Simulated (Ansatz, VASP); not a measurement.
Given: the input of a run of Ansatz 0.2.0 on MnAs.

The input input.yaml:

```yaml
crystal:
  lattice:
    - [3.71, 0.0, 0.0]
    - [-1.855, 3.212954248, 0.0]
    - [0.0, 0.0, 5.691]
  atoms:
    - { symbol: As, position: [0.6666666667, 0.3333333333, 0.75] }
    - { symbol: As, position: [0.3333333333, 0.6666666667, 0.25] }
    - { symbol: Mn, position: [0.0, 0.0, 0.5], spin: 4.0 }
    - { symbol: Mn, position: [0.0, 0.0, 0.0], spin: 4.0 }
hamiltonian:
  xc: { exchange: pbe, correlation: pbe, exx: { coeff: 0.2, omega: 0.2 } }
  pseudopotentials: { kind: paw }
magnetization:
  spin_polarized: true
kpoints:
  mp_grid: { grid: [4, 4, 3] }
scf:
  occupations: { method: fermi_dirac, width: 0.05 }
output:
  forces: true
  stress: true
  eigenvalues: true
```

Potentials or basis: Ansatz PAW.

Command:

```console
$ ansatz run input.yaml --threads 2 --pin off --max-ram 5632MiB --backend cpu --events-out ev --progress --plain --runs-dir out
```

Problem. Set up the same calculation for VASP 6.6.1. Potentials there: VASP PAW PBE potentials, release 64 (As, Mn_pv).

Solution. As run (the cutoff follows the program's own potentials):

POSCAR

```
MnAs
1.0
    3.7100000000      0.0000000000      0.0000000000
   -1.8550000000      3.2129542480      0.0000000000
    0.0000000000      0.0000000000      5.6910000000
As Mn
2 2
Direct
    0.6666666667      0.3333333333      0.7500000000
    0.3333333333      0.6666666667      0.2500000000
    0.0000000000      0.0000000000      0.5000000000
    0.0000000000      0.0000000000      0.0000000000
```

The input INCAR.step1:

```
  ALGO = Normal
  EDIFF = 1E-5
  ENCUT = 520
  GGA = PE
  ISIF = 2
  ISMEAR = -1
  ISPIN = 2
  LASPH = True
  LCHARG = False
  LMAXMIX = 4
  LORBIT = 11
  LREAL = False
  LUSENCCL = False
  LWAVE = True
  MAGMOM = 0 0 4 4
  NBANDS = 30
  NELM = 150
  PREC = Accurate
  SIGMA = 0.05
```

Contents of INCAR.step2:

```
  AEXX = 0.2
  ALGO = Normal
  EDIFF = 1E-7
  ENCUT = 520
  GGA = PE
  HFSCREEN = 0.2
  ISIF = 2
  ISMEAR = -1
  ISPIN = 2
  ISTART = 1
  LASPH = True
  LCHARG = False
  LHFCALC = True
  LMAXMIX = 4
  LORBIT = 11
  LREAL = False
  LUSENCCL = False
  LWAVE = False
  MAGMOM = 0 0 4 4
  NBANDS = 30
  NELM = 150
  PREC = Accurate
  PRECFOCK = Normal
  SIGMA = 0.05
```

Contents of KPOINTS:

```
k-points
0
Gamma
  4 4 3
```

Potentials or basis: VASP PAW PBE potentials, release 64 (As, Mn_pv).

The run is started by

```bash
$ cat potpaw_PBE.64/As/POTCAR potpaw_PBE.64/Mn_pv/POTCAR > POTCAR
$ cp INCAR.step1 INCAR
$ mpirun -np 1 vasp_std > vasp.out
$ cp INCAR.step2 INCAR
$ mpirun -np 1 vasp_std > vasp.out
```

Both were run:

|  | VASP | Ansatz | Ansatz less VASP |
| --- | --- | --- | --- |
| gap on the k mesh at the Fermi level (eV) | none | none | - |
| pressure (GPa) | 6.9 | 6.9 | -0.03 |
| traceless stress, the component that is largest in VASP (GPa) | -0.16 | -0.27 | -0.103 |
| net moment per atom (μB) | 1.93 | 1.93 | -0.001 |
| size of the moment on the site where the two differ most (μB) | 3.98 | 3.92 | -0.059 |

VASP's potentials were made for PBE, not for PBE-based screened hybrid. Site moments also hang on the region over which each program counts them. A gap of «none» marks a metal or a gap that the smearing closes. VASP's potentials hold 36 valence electrons a cell and Ansatz's 60, so a difference there can come from the potentials and not from the codes.

The k mesh is coarse, so the values compare programs but aren't converged. Noted on Ansatz's run: the magnetic or orbital state may not be the lowest.
